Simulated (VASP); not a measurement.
Crystal: ScAl3.

```
CELL_PARAMETERS angstrom
2.85288 0.00000 0.00000
-1.42644 2.47067 0.00000
0.00000 0.00000 9.26648
ATOMIC_POSITIONS crystal
Sc 0.66667 0.33333 0.00000
Al 0.33333 0.66667 0.75000
Al 0.33333 0.66667 0.25000
Al 0.66667 0.33333 0.50000
```

| Item | Value |
| --- | --- |
| Program | VASP 6.6.1 |
| Task | relaxation of cell and atoms |
| Functional | PBE |
| Potentials or basis | VASP PAW PBE potentials, release 64 (Sc_sv, Al) |
| Cutoff | 600 eV |
| k mesh | 6 × 6 × 2 |
| Occupations | gaussian, width 0.1 eV |
| Spin | no spin polarisation |

At the start: pressure 11.2 GPa; volume 16.33 Å³/atom.

Q: Where does the relaxation end?

A: Over 7 steps the energy falls by 88.9 meV/atom and the volume is 18.54 Å³/atom (+13.6 %); space group P-6m2 (No. 187, to 0.05 Å).

The path:
| step | energy change (eV) | largest force (eV/Å) | pressure (GPa) | volume (Å³) |
| --- | --- | --- | --- | --- |
| 1 | 0.0000 | 0.7938 | 11.24 | 65.32 |
| 2 | -0.3143 | 0.2565 | -2.41 | 76.74 |
| 3 | -0.3269 | 0.3317 | -0.58 | 74.57 |
| 4 | -0.3474 | 0.2297 | -0.15 | 74.24 |
| 5 | -0.3497 | 0.1783 | 0.07 | 74.08 |
| 6 | -0.3537 | 0.1017 | -0.04 | 74.12 |
| 7 | -0.3558 | 0.0021 | -0.18 | 74.17 |

Final structure:
```
Sc Al
1.0
     3.01565    0.00000    0.00000
    -1.50782    2.61163    0.00000
     0.00000    0.00000    9.41796
Sc Al
1 3
Direct
  0.66667 0.33333 0.00000
  0.33333 0.66667 0.74104
  0.33333 0.66667 0.25896
  0.66667 0.33333 0.50000
```

Caveat: the k points lie up to 0.40 Å⁻¹ apart in the final cell.
